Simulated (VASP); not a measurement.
Wanted: the native input for a VASP 6.6.1 run.

```yaml
Task: single point
Functional: PBE
Potentials_or_basis: VASP PAW PBE potentials, release 64 (W_sv, C)
Cutoff: 520 eV
k_mesh: 3 × 3 × 1
Occupations: fermi-dirac, width 0.1 eV
Spin: no spin polarisation
Dipole_correction: no
Further_INCAR_settings: LREAL = Auto; ALGO = Normal; EDIFF = 1e-07; NBANDS = 86
```

The structure of WC lies in POSCAR:

```
WC
1.0
    5.6872000000      0.0000000000      0.0000000000
   -2.8436000000      4.9252600000      0.0000000000
    0.0000000000      0.0000000000     16.1894250000
W C
8 8
Direct
    0.0000000000      0.0000000000      0.0617687163
    0.0090355235      0.0083650406      0.2410091773
   -0.0000030455      0.4999939090      0.0617687163
   -0.0074357123      0.4936389145      0.2374451224
    0.5000000000      0.0000000000      0.0617687163
    0.5025974146     -0.0078168462      0.2411141841
    0.4999969545      0.4999939090      0.0617687163
    0.4950409623      0.4921567592      0.2426645789
    0.3352972530      0.1602554992      0.1493382254
    0.3307374019      0.1684378084      0.3161261132
    0.3316111802      0.6620970263      0.1397208363
    0.3149675608      0.6557826389      0.3210799642
    0.8348756433      0.1613112810      0.1516607291
    0.8582902560      0.1659404783      0.3104310375
    0.8422665581      0.6708884404      0.1445017349
    0.8185881786      0.6314793534      0.3070275813
```

One way to write it, as run:

INCAR

```
ALGO = Normal
EDIFF = 1E-7
ENCUT = 520
GGA = PE
ISIF = 2
ISMEAR = -1
LASPH = True
LCHARG = False
LREAL = Auto
LWAVE = False
NBANDS = 86
NELM = 100
PREC = Accurate
SIGMA = 0.1
```

KPOINTS

```
k-points
0
Gamma
  3 3 1
```

Potentials or basis: VASP PAW PBE potentials, release 64 (W_sv, C).

Run with:

```sh
$ cat potpaw_PBE.64/W_sv/POTCAR potpaw_PBE.64/C/POTCAR > POTCAR
$ mpirun -np 1 vasp_std > vasp.out
```

Results of the run:

```json
{
 "Largest force": "3.611 eV/Å",
 "Band gap on the k mesh": "zero (bands 72 and 73 overlap by 1.00 eV)"
}
```

Caveat: the k points lie up to 0.43 Å⁻¹ apart, too coarse for converged energies and pressures of a metal; spin-orbit coupling is left out, which moves the levels of the heavy elements.

Wall time 5.9 min on 1 thread of Intel(R) Xeon(R) 6975P-C (Granite Rapids), on a shared host, peak memory 0.52 GiB.
